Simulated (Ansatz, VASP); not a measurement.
# One calculation of SiMo3, two programs

File INCAR:

```
PREC = Accurate
ENCUT = 520
EDIFF = 1E-6
ISMEAR = 0
SIGMA = 0.15
LREAL = False
LASPH = True
NELM = 60
ALGO = Fast
ISIF = 2
LWAVE = False
LCHARG = False
GGA = PE
NBANDS = 56
```

File KPOINTS:

```
regular mesh
0
Gamma
  8 8 8
```

POSCAR

```
SiMo3
1.0
    4.9064535175      0.0000000000      0.0000000000
    0.0000000000      4.9064535175      0.0000000000
    0.0000000000      0.0000000000      4.9064535175
Si Mo
2 6
Direct
    0.0000000000      0.0000000000      0.0000000000
    0.5000000000      0.5000000000      0.5000000000
    0.2500000000      0.0000000000      0.5000000000
    0.5000000000      0.7500000000      0.0000000000
    0.7500000000      0.0000000000      0.5000000000
    0.5000000000      0.2500000000      0.0000000000
    0.0000000000      0.5000000000      0.7500000000
    0.0000000000      0.5000000000      0.2500000000
```

Input for Ansatz:

```yaml
crystal:
  lattice:
    - [4.9064535175, 0.0, 0.0]
    - [0.0, 4.9064535175, 0.0]
    - [0.0, 0.0, 4.9064535175]
  atoms:
    - { symbol: Si, position: [0.0, 0.0, 0.0] }
    - { symbol: Si, position: [0.5, 0.5, 0.5] }
    - { symbol: Mo, position: [0.25, 0.0, 0.5] }
    - { symbol: Mo, position: [0.5, 0.75, 0.0] }
    - { symbol: Mo, position: [0.75, 0.0, 0.5] }
    - { symbol: Mo, position: [0.5, 0.25, 0.0] }
    - { symbol: Mo, position: [0.0, 0.5, 0.75] }
    - { symbol: Mo, position: [0.0, 0.5, 0.25] }
basis:
  ecutwfc: 420
kpoints:
  mp_grid: { grid: [8, 8, 8] }
hamiltonian:
  xc: pbe
scf:
  occupations: { method: gaussian, width: 0.15 }
output:
  forces: true
  stress: true
  eigenvalues: true
  write_density: true
  write_potential: true
  elf: true
  volumetric_format: npy
```

Alike in both runs: task single point; functional PBE; k mesh 8 × 8 × 8; occupations gaussian, width 0.15 eV; no spin polarisation.

|  | VASP | Ansatz |
| --- | --- | --- |
| version | VASP 6.6.1 | Ansatz 0.2.0 |
| potentials or method | VASP PAW PBE potentials, release 64 (Si, Mo_sv), cutoff 520 eV | scalar-relativistic, plane waves, PAW |
| valence electrons in the cell | 92 | 92 |

|  | VASP | Ansatz | Ansatz less VASP |
| --- | --- | --- | --- |
| gap on the k mesh at the Fermi level (eV) | none | none | - |
| pressure (GPa) | 0.5 | 0.0 | -0.47 |

A gap of «none» marks a metal or a gap that the smearing closes. The functional is the same, so the differences come from potentials, cutoffs and numerics.
